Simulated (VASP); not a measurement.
# C (P6_3/mmc) in VASP: settings compared, part 2 of 2

VASP 6.6.1. The steps go on from the part before.

### 4 Single point, revPBE

This run uses another cell than the first one, of 5.76 Å³/atom.

Input file INCAR:

```
SYSTEM = C
ALGO = Normal
EDIFF = 1E-6
ENCUT = 520
GGA = RE
ISIF = 2
ISMEAR = -1
LASPH = .TRUE.
LCHARG = .FALSE.
LREAL = .FALSE.
LWAVE = .FALSE.
NBANDS = 36
NELM = 80
PREC = Accurate
SIGMA = 0.05
```

Input file KPOINTS:

```
k-points
0
G
  12 12 3
  0 0 0
```

Input file POSCAR:

```
C
1.0
    2.5295393078      0.0000000000      0.0000000000
   -1.2647696539      2.1906453005      0.0000000000
    0.0000000000      0.0000000000     12.4725925737
C
12
Direct
    0.6666666667      0.3333333333      0.3549017419
    0.3333333333      0.6666666667      0.8549017419
    0.6666666667      0.3333333333      0.1450982581
    0.3333333333      0.6666666667      0.6450982581
    0.6666666667      0.3333333333      0.4792339578
    0.3333333333      0.6666666667      0.9792339578
    0.6666666667      0.3333333333      0.0207660422
    0.3333333333      0.6666666667      0.5207660422
    0.0000000000      0.0000000000      0.8131419864
    0.0000000000      0.0000000000      0.3131419864
    0.0000000000      0.0000000000      0.6868580136
    0.0000000000      0.0000000000      0.1868580136
```

Potentials or basis: VASP PAW PBE potentials, release 64 (C).

On the command line:

```bash
cat potpaw_PBE.64/C/POTCAR > POTCAR
mpirun -np 1 vasp_std > vasp.out
```

OUTCAR:

```text
SYSTEM = C
   EDIFF = 1E-6
   ENCUT = 520
   GGA = RE
   ISIF = 2
   ISMEAR = -1
   LASPH = .TRUE.
   LREAL = .FALSE.
   NELM = 80
   PREC = Accurate

 ion  position               nearest neighbor table
   1  0.667  0.333  0.355-  10 1.55  10 1.55  10 1.55   5 1.55
   2  0.333  0.667  0.855-   9 1.55   9 1.55   9 1.55   6 1.55
   3  0.667  0.333  0.145-  12 1.55  12 1.55  12 1.55   7 1.55
   4  0.333  0.667  0.645-  11 1.55  11 1.55  11 1.55   8 1.55
   5  0.667  0.333  0.479-   8 1.55   8 1.55   8 1.55   1 1.55
[... 1167 lines left out ...]
  external PRESSURE =       5.1809025 kB  Pullay stress =       0.0000000 kB

 VOLUME and BASIS-vectors are now :
 -----------------------------------------------------------------------------
  energy-cutoff  :      520.00
  volume of cell :       69.11
      direct lattice vectors                 reciprocal lattice vectors
     2.529539308  0.000000000  0.000000000     0.395328903  0.228243249  0.000000000
    -1.264769654  2.190645300  0.000000000     0.000000000  0.456486497  0.000000000
     0.000000000  0.000000000 12.472592574     0.000000000  0.000000000  0.080175793

 POSITION                                       TOTAL-FORCE (eV/Angst)
 -----------------------------------------------------------------------------------
      1.26477      0.73022      4.42654        -0.000000      0.000000     -0.001410
     -0.00000      1.46043     10.66284        -0.000000      0.000000     -0.001410
      1.26477      0.73022      1.80975         0.000000      0.000000      0.001410
     -0.00000      1.46043      8.04605        -0.000000     -0.000000      0.001410
      1.26477      0.73022      5.97729        -0.000000      0.000000     -0.000428
     -0.00000      1.46043     12.21359        -0.000000      0.000000     -0.000428
      1.26477      0.73022      0.25901         0.000000      0.000000      0.000428
     -0.00000      1.46043      6.49530        -0.000000      0.000000      0.000428
      0.00000      0.00000     10.14199         0.000000     -0.000000     -0.004537
      0.00000      0.00000      3.90569         0.000000      0.000000     -0.004537
      0.00000      0.00000      8.56690         0.000000     -0.000000      0.004537
      0.00000      0.00000      2.33060        -0.000000      0.000000      0.004537
 -----------------------------------------------------------------------------------
    total drift:                                0.000000     -0.000000      0.000000

  FREE ENERGIE OF THE ION-ELECTRON SYSTEM (eV)
  ---------------------------------------------------
  free  energy   TOTEN  =      -104.2113628098 eV

  energy  without entropy=     -104.2113628098  energy(sigma->0) =     -104.21136281
```

OSZICAR:

```text
N       E                     dE             d eps       ncg     rms          rms(c)
DAV:   1     0.131472745430E+03    0.13147E+03   -0.25484E+04  2736   0.131E+03
DAV:   2    -0.979570534926E+02   -0.22943E+03   -0.21418E+03  3568   0.253E+02
DAV:   3    -0.107398534828E+03   -0.94415E+01   -0.93615E+01  3628   0.467E+01
DAV:   4    -0.107520142039E+03   -0.12161E+00   -0.12122E+00  3592   0.556E+00
DAV:   5    -0.107523075256E+03   -0.29332E-02   -0.29302E-02  3568   0.762E-01    0.136E+01
DAV:   6    -0.105024598250E+03    0.24985E+01   -0.16154E+00  3248   0.595E+00    0.819E+00
DAV:   7    -0.104205711733E+03    0.81889E+00   -0.21114E+00  3216   0.709E+00    0.156E+00
DAV:   8    -0.104210762910E+03   -0.50512E-02   -0.61508E-02  3464   0.116E+00    0.130E-01
DAV:   9    -0.104211211309E+03   -0.44840E-03   -0.15925E-03  3608   0.222E-01    0.449E-02
DAV:  10    -0.104211296806E+03   -0.85497E-04   -0.10773E-04  3324   0.582E-02    0.245E-02
DAV:  11    -0.104211358600E+03   -0.61794E-04   -0.56979E-05  3228   0.461E-02    0.519E-03
DAV:  12    -0.104211362902E+03   -0.43020E-05   -0.55609E-06  3472   0.143E-02    0.143E-03
DAV:  13    -0.104211362810E+03    0.92251E-07   -0.15695E-07  2208   0.232E-03
   1 F= -.10421136E+03 E0= -.10421136E+03  d E =-.115126E-10
```

It took 43 s on 1 thread of AMD EPYC 9R45 (Zen 5), shared host; peak memory 0.18 GiB.

What came out:

| Quantity | Value |
| --- | --- |
| Free energy | -104.2114 eV |
| Pressure | 0.5 GPa |
| Largest force | 0.005 eV/Å |
| Band gap on the k mesh | 4.40 eV (least direct gap 5.35 eV) |

Forces in eV/Å, atoms in the order of the input:
```
C    0.000  0.000 -0.001
C    0.000  0.000 -0.001
C    0.000  0.000  0.001
C    0.000  0.000  0.001
C    0.000  0.000  0.000
C    0.000  0.000  0.000
C    0.000  0.000  0.000
C    0.000  0.000  0.000
C    0.000  0.000 -0.005
C    0.000  0.000 -0.005
C    0.000  0.000  0.005
C    0.000  0.000  0.005
```

Caveat: the PAW data sets were made with another functional, which shifts forces and pressure a little; an odd mesh through Γ misses points on the zone boundary, where band edges can lie.

### 5 Single point, PBE

This run uses another cell than the first one, of 5.79 Å³/atom.

Input file INCAR:

```
SYSTEM = C
PREC = Accurate
ENCUT = 520
EDIFF = 1E-6
ISMEAR = -1
SIGMA = 0.05
LREAL = .FALSE.
LASPH = .TRUE.
NELM = 100
ALGO = Normal
ISIF = 2
LWAVE = .FALSE.
LCHARG = .FALSE.
GGA = PE
NBANDS = 36
```

Input file KPOINTS:

```
Automatic mesh
0
G
  12 12 3
  0 0 0
```

Input file POSCAR:

```
C
1.0
    2.5388031358      0.0000000000      0.0000000000
   -1.2694015679      2.1986680108      0.0000000000
    0.0000000000      0.0000000000     12.4375282125
C
12
Direct
    0.6666666667      0.3333333333      0.3541700000
    0.3333333333      0.6666666667      0.8541700000
    0.6666666667      0.3333333333      0.1458300000
    0.3333333333      0.6666666667      0.6458300000
    0.6666666667      0.3333333333      0.4791700000
    0.3333333333      0.6666666667      0.9791700000
    0.6666666667      0.3333333333      0.0208300000
    0.3333333333      0.6666666667      0.5208300000
    0.0000000000      0.0000000000      0.8125000000
    0.0000000000      0.0000000000      0.3125000000
    0.0000000000      0.0000000000      0.6875000000
    0.0000000000      0.0000000000      0.1875000000
```

On the command line:

```bash
cat potpaw_PBE.64/C/POTCAR > POTCAR
mpirun -np 1 vasp_std > vasp.out
```

It took 43 s on 1 thread of AMD EPYC 9R45 (Zen 5), shared host; peak memory 0.18 GiB.

The run converged. Its results:

```yaml
Free_energy: -109.0108 eV
Pressure: -5.7 GPa
Largest_force: 0.321 eV/Å
Band_gap_on_the_k_mesh: 4.33 eV (least direct gap 5.25 eV)
```

Forces in eV/Å, atoms in the order of the input:
```
C    0.000  0.000  0.298
C    0.000  0.000  0.298
C    0.000  0.000 -0.298
C    0.000  0.000 -0.298
C    0.000  0.000 -0.026
C    0.000  0.000 -0.026
C    0.000  0.000  0.026
C    0.000  0.000  0.026
C    0.000  0.000  0.321
C    0.000  0.000  0.321
C    0.000  0.000 -0.321
C    0.000  0.000 -0.321
```

Stress tensor (GPa, compression positive):
```
-8.34  0.00  0.00
 0.00 -8.34  0.00
 0.00  0.00 -0.58
```

Levels at points of the mesh, in eV from the valence-band top:
```csv
k point,band 22,band 23,band 24,band 25,band 26,band 27
"(0.00, 0.00, 0.00)",-0.15,0.00,0.00,5.25,5.25,5.61
"(0.50, 0.00, 0.00)",-3.98,-3.56,-2.83,4.48,5.05,5.21
```

Caveat: the cell stands under tension; an odd mesh through Γ misses points on the zone boundary, where band edges can lie. Expect the measured gap to be larger: semilocal functionals such as PBE lack the derivative discontinuity.

### 6 Single point, LDA

This run uses another cell than the first one, of 5.79 Å³/atom.

Input file INCAR:

```
  PREC = Accurate
  ENCUT = 520
  EDIFF = 1E-7
  ISMEAR = -1
  SIGMA = 0.05
  LREAL = F
  LASPH = T
  NELM = 80
  ALGO = Normal
  ISIF = 2
  LWAVE = F
  LCHARG = F
  NBANDS = 36
```

Input file KPOINTS:

```
regular mesh
0
Gamma
  12 12 3
```

POSCAR is that of step 5.

Potentials or basis: VASP PAW LDA potentials, release 64 (C).

On the command line:

```bash
cat potpaw_LDA.64/C/POTCAR > POTCAR
mpirun -np 1 vasp_std > vasp.out
```

It took 44 s on 1 thread of AMD EPYC 9R45 (Zen 5), shared host; peak memory 0.16 GiB.

The run converged. Its results:

- Free energy: -121.1972 eV
- Pressure: -19.4 GPa
- Largest force: 0.328 eV/Å
- Band gap on the k mesh: 4.30 eV (least direct gap 5.20 eV)

Forces on the atoms (eV/Å):
```
C    0.000  0.000  0.300
C    0.000  0.000  0.300
C    0.000  0.000 -0.300
C    0.000  0.000 -0.300
C    0.000  0.000 -0.027
C    0.000  0.000 -0.027
C    0.000  0.000  0.027
C    0.000  0.000  0.027
C    0.000  0.000  0.328
C    0.000  0.000  0.328
C    0.000  0.000 -0.328
C    0.000  0.000 -0.328
```

Stress tensor (GPa, compression positive):
```
-22.04   0.00   0.00
  0.00 -22.04   0.00
  0.00   0.00 -14.16
```

Levels at points of the mesh, in eV from the valence-band top:
```
           k point  band 21  band 22  band 23  band 24  band 25  band 26  band 27  band 28
(0.00, 0.00, 0.00)    -0.96    -0.15     0.00     0.00     5.20     5.20     5.56     6.25
(0.50, 0.00, 0.00)    -3.97    -3.97    -3.56    -2.82     4.43     4.99     5.15     5.50
```

Caveat: the cell stands under tension; an odd mesh through Γ misses points on the zone boundary, where band edges can lie.

### 7 Summary

| level | potentials or basis | cell | gap on the mesh (eV) | pressure (GPa) | largest force (eV/Å) |
| --- | --- | --- | --- | --- | --- |
| PBE | VASP PAW PBE potentials, release 64 (C) | a = 2.505, b = 2.505, c = 12.273 Å, angles 90.0, 90.0, 120.0°, 12 atoms, atomic positions A | 4.43 | 12.1 | 0.34 |
| LDA | VASP PAW LDA potentials, release 64 (C) | a = 2.505, b = 2.505, c = 12.273 Å, angles 90.0, 90.0, 120.0°, 12 atoms, atomic positions A | 4.41 | -2.4 | 0.35 |
| revPBE | VASP PAW PBE potentials, release 64 (C) | a = 2.530, b = 2.530, c = 12.473 Å, angles 90.0, 90.0, 120.0°, 12 atoms, atomic positions B | 4.40 | 0.5 | - |
| PBE | VASP PAW PBE potentials, release 64 (C) | a = 2.539, b = 2.539, c = 12.438 Å, angles 90.0, 90.0, 120.0°, 12 atoms, atomic positions A | 4.33 | -5.7 | 0.32 |
| LDA | VASP PAW LDA potentials, release 64 (C) | a = 2.539, b = 2.539, c = 12.438 Å, angles 90.0, 90.0, 120.0°, 12 atoms, atomic positions A | 4.30 | -19.4 | 0.33 |

Alike in all rows: task single point; no spin polarisation; k mesh 12 × 12 × 3; cutoff (eV) 520; smearing fermi-dirac 0.05 eV.

Caveats: an odd mesh through Γ misses points on the zone boundary, where band edges can lie; the cell stands under tension (at least some runs); the cell stands under pressure (at least some runs); the PAW data sets were made with another functional, which shifts forces and pressure a little (at least some runs).

Absolute energies hang on the potentials; compare differences alone.
